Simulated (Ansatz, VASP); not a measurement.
Two plane-wave programs on Ge3P2

```
CELL_PARAMETERS angstrom
3.74401 0.00000 0.00000
0.00000 3.74401 0.00000
0.00000 0.00000 7.47342
ATOMIC_POSITIONS crystal
Ge 0.00000 0.00000 0.00000
Ge 0.50000 0.50000 0.50000
Ge 0.00000 0.00000 0.50000
P 0.50000 0.00000 0.79835
P 0.00000 0.50000 0.20165
```

Change from the starting cell: ordered vacancies on the cation sites of antifluorite (P-4m2, No. 115).

Alike in both runs: functional PBE; k mesh 10 × 10 × 6; occupations gaussian, width 0.1 eV; no spin polarisation.

Ansatz relaxed the structure, and its values are those at the end. VASP's run is a single point on that final structure, the one shown.

|  | VASP | Ansatz |
| --- | --- | --- |
| version | VASP 6.6.1 | Ansatz 0.2.0 |
| potentials or method | VASP PAW PBE potentials, release 64 (Ge_d, P), cutoff 520 eV | scalar-relativistic, plane waves, PAW |
| valence electrons in the cell | 52 | 52 |

VASP gave:

- gap on the k mesh at the Fermi level (eV): none
- pressure (GPa): -0.1
- rms of the force components (eV/Å): 0.006

Problem. Which values does Ansatz return?

Solution. gap on the k mesh at the Fermi level (eV): none; pressure (GPa): 0.0; rms of the force components (eV/Å): 0.000.

A gap of «none» marks a metal or a gap that the smearing closes. The functional is the same, so the differences come from potentials, cutoffs and numerics.
